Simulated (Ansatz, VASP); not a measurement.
# One calculation of NaI, two programs

File POSCAR:

```
NaI
1.0
    0.0000000000      3.2334440900      3.2334440900
    3.2334440900      0.0000000000      3.2334440900
    3.2334440900      3.2334440900      0.0000000000
Na I
1 1
Direct
    0.0000000000      0.0000000000      0.0000000000
    0.5000000000      0.5000000000      0.5000000000
```

File INCAR.step1:

```
PREC = Accurate ; ENCUT = 520
ISMEAR = -1 ; SIGMA = 0.02
LREAL = F ; LASPH = T
NELM = 150 ; MAGMOM = 0 0 0 0 0 0
LSORBIT = T ; GGA_COMPAT = F
NBANDS = 26 ; GGA = PE
ALGO = Normal ; EDIFF = 1E-4
LWAVE = T ; LCHARG = F
```

INCAR.step2

```
PREC = Accurate ; ENCUT = 520
EDIFF = 1E-6 ; ISMEAR = -1
SIGMA = 0.02 ; LREAL = F
LASPH = T ; NELM = 150
ALGO = Normal ; ISIF = 2
LWAVE = F ; LCHARG = F
MAGMOM = 0 0 0 0 0 0 ; LORBIT = 11
LSORBIT = T ; GGA_COMPAT = F
LORBMOM = T ; METAGGA = R2SCAN
LMIXTAU = T ; NBANDS = 26
ISTART = 1
```

KPOINTS

```
Automatic mesh
0
Gamma
  8 8 8
```

Input for Ansatz:

```yaml
crystal:
  lattice:
    - [0.0, 3.23344409, 3.23344409]
    - [3.23344409, 0.0, 3.23344409]
    - [3.23344409, 3.23344409, 0.0]
  atoms:
    - { symbol: Na, position: [0.0, 0.0, 0.0] }
    - { symbol: I, position: [0.5, 0.5, 0.5] }
  symmetry: { tolerance: 0.0003 }
hamiltonian:
  xc: r2scan
  pseudopotentials: { kind: paw_fr, azcp: { folder: soft_1 } }
basis:
  ecutwfc: 500
magnetization:
  noncollinear: true
  spin_orbit: true
scf:
  occupations: { method: fermi_dirac, width: 0.02 }
kpoints:
  mp_grid: { grid: [8, 8, 8], shift: [0, 0, 0] }
  band_path:
    path:
      - [0.0, 0.0, 0.0]
      - [0.5, 0.0, 0.5]
      - [0.625, 0.25, 0.625]
      - [0.375, 0.375, 0.75]
      - [0.0, 0.0, 0.0]
      - [0.5, 0.5, 0.5]
      - [0.5, 0.25, 0.75]
      - [0.5, 0.0, 0.5]
    npoints: 10
output:
  forces: true
  stress: true
  eigenvalues: true
  bader: true
  populations: true
  elf: true
  write_potential: true
  write_density: true
  volumetric_format: npy
  dos:
    e_range: [-12, 8]
    de: 0.05
    projected: { site_lists: { I: [I], Na: [Na] } }
    method: { smearing: { sigma: 0.1, scheme: gaussian } }
```

Alike in both runs: task single point; functional r2SCAN; k mesh 8 × 8 × 8; occupations fermi-dirac, width 0.02 eV; non-collinear spin, spin-orbit coupling.

|  | VASP | Ansatz |
| --- | --- | --- |
| version | VASP 6.6.1 | Ansatz 0.2.0 |
| potentials or method | VASP PAW PBE potentials, release 64 (Na_pv, I), cutoff 520 eV | PAW plane waves |
| valence electrons in the cell | 14 | 26 |

|  | VASP | Ansatz | Ansatz less VASP |
| --- | --- | --- | --- |
| pressure (GPa) | -0.1 | 0.0 | +0.08 |

VASP's potentials were made for PBE, not for r2SCAN. VASP's potentials hold 14 valence electrons a cell and Ansatz's 26, so a difference there can come from the potentials and not from the codes.
